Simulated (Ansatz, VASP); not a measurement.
Given: the input of a run of Ansatz 0.2.0 on SrO.

The input input.yaml:

```yaml
crystal:
  lattice:
    - [0.0, 2.5663, 2.5663]
    - [2.5663, 0.0, 2.5663]
    - [2.5663, 2.5663, 0.0]
  atoms:
    - { symbol: Sr, position: [0.5, 0.5, 0.5] }
    - { symbol: O, position: [0.0, 0.0, 0.0] }
hamiltonian:
  xc: pbe
  pseudopotentials: { kind: paw }
  dispersion: d3bj
kpoints:
  mp_grid: { grid: [9, 9, 9] }
scf:
  occupations: { method: fermi_dirac, width: 0.05 }
output:
  forces: true
  stress: true
relax:
  f_tol: 0.01
  max_steps: 40
  cell: { stress_tol: 0.05 }
```

Potentials or basis: Ansatz PAW.

Run with:

```bash
$ ansatz run input.yaml --threads 2 --pin off --max-ram 5632MiB --backend cpu --events-out ev --progress --plain --runs-dir out
```

Set up the same calculation for VASP 6.6.1. Potentials there: VASP PAW PBE potentials, release 64 (Sr_sv, O).

As run (the cutoff follows the program's own potentials):

INCAR

```
SYSTEM = SrO
PREC = Accurate
ENCUT = 600
EDIFF = 1E-6
ISMEAR = -1
SIGMA = 0.05
LREAL = .FALSE.
LASPH = .TRUE.
NELM = 80
ALGO = Normal
ISIF = 3
LWAVE = .FALSE.
LCHARG = .FALSE.
GGA = PE
IVDW = 12
IBRION = 2
NSW = 60
EDIFFG = -0.01
```

Contents of KPOINTS:

```
regular mesh
0
G
  9 9 9
  0 0 0
```

POSCAR

```
SrO
1.0
    0.0000000000      2.5663000000      2.5663000000
    2.5663000000      0.0000000000      2.5663000000
    2.5663000000      2.5663000000      0.0000000000
Sr O
1 1
Direct
    0.5000000000      0.5000000000      0.5000000000
    0.0000000000      0.0000000000      0.0000000000
```

Potentials or basis: VASP PAW PBE potentials, release 64 (Sr_sv, O).

The run is started by

```console
$ cat potpaw_PBE.64/Sr_sv/POTCAR potpaw_PBE.64/O/POTCAR > POTCAR
$ mpirun -np 1 vasp_std > vasp.out
```

Both were run:

|  | VASP | Ansatz | Ansatz less VASP |
| --- | --- | --- | --- |
| relaxed volume (Å³/atom) | 17.16 | 17.06 | -0.097 |
| relaxed cell length with the largest relative difference (Å) | 3.648 | 3.641 | -0.0069 |

Noted on Ansatz's run: odd divisions of the mesh miss points on the zone boundary, where band edges often lie, so the gap on the mesh can be too wide; the plane-wave basis is chosen anew once the cell has moved, so the energies of steps on either side of that aren't comparable.
